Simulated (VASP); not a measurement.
# Nb2Pd: single point with LDA

The system is Nb2Pd.

```xyz
3
Lattice="0.0000 2.1065 6.4196 1.7852 0.0000 6.4196 1.7852 2.1065 0.0000" Properties=species:S:1:pos:R:3 pbc="T T T"
Nb    1.7852    2.1065    4.3354
Nb    1.7852    2.1065    8.5037
Pd    0.0000    0.0000    0.0000
```

```yaml
Program: VASP 6.6.1
Task: single point
Functional: LDA
Potentials_or_basis: VASP PAW LDA potentials, release 64 (Nb_sv, Pd)
Cutoff: 520 eV
k_mesh: 11 × 11 × 11
Occupations: fermi-dirac, width 0.1 eV
Spin: no spin polarisation
Dipole_correction: no
Further_INCAR_settings: ALGO = Normal; EDIFF = 1e-06; NBANDS = 25
```

The pressure is -0.7 GPa and the largest force is 0.083 eV/Å. The band gap on the k mesh is zero (band 18 reaches 13.05 eV, above the bottom of band 19 at 11.09 eV).

Forces on the atoms (eV/Å):
```
Nb   0.000  0.000  0.083
Nb   0.000  0.000 -0.083
Pd   0.000  0.000  0.000
```

Stress tensor (GPa, compression positive):
```
-1.03  0.00  0.00
 0.00 -0.73  0.00
 0.00  0.00 -0.30
```

Levels at points of the mesh, in eV from the Fermi level:
```csv
k point,band 15,band 16,band 17,band 18,band 19,band 20,band 21,band 22
"(0.00, 0.00, 0.00)",-2.23,-1.69,-1.22,-1.07,0.53,0.95,2.14,2.69
```

Run time: 4.1 min on 1 thread of AMD EPYC 9R45 96-Core Processor (Zen 5), with other jobs on the host, peak memory 0.34 GiB.
